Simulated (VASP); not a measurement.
## Ti: single point with r2SCAN

Crystal: Ti.

```
Ti
1.0
     0.00000    1.99955    2.06045
     1.99955    0.00000    2.06045
     1.99955    1.99955    0.00000
Ti
1
Direct
  0.00000 0.00000 0.00000
```

This cell differs from its parent crystal: strain -0.015 along x and y, +0.015 along z.

- Program: VASP 6.6.1
- Task: single point
- Functional: r2SCAN
- Potentials or basis: VASP PAW PBE potentials, release 64 (Ti_sv)
- Cutoff: 520 eV
- k mesh: 20 × 20 × 20
- Occupations: gaussian, width 0.15 eV
- Spin: no spin polarisation

- Pressure: 6.8 GPa
- Band gap on the k mesh: zero (bands 6 and 7 overlap by 1.49 eV)

Stress tensor (GPa, compression positive):
```
7.10 0.00 0.00
0.00 7.10 0.00
0.00 0.00 6.13
```

Levels at points of the mesh, in eV from the Fermi level:
```tsv
k point	band 4	band 5	band 6	band 7	band 8	band 9
(0.00, 0.00, 0.00)	-33.68	-6.58	0.87	1.13	1.13	2.81
(0.50, 0.00, 0.00)	-33.77	-2.83	0.60	0.81	1.09	4.02
(0.50, 0.50, 0.00)	-33.94	-2.85	-1.87	2.66	4.15	4.33
(0.50, 0.00, 0.50)	-33.96	-2.85	-1.95	3.29	4.12	4.24
```

Wall time 2.5 min on 1 thread of Intel(R) Xeon(R) 6975P-C (Granite Rapids), on a shared host, peak memory 0.24 GiB.

Caveat: the cell differs from its parent crystal (strain -0.015 along x and y, +0.015 along z); the cell stands under pressure; the PAW data sets were made with another functional, which shifts forces and pressure a little.
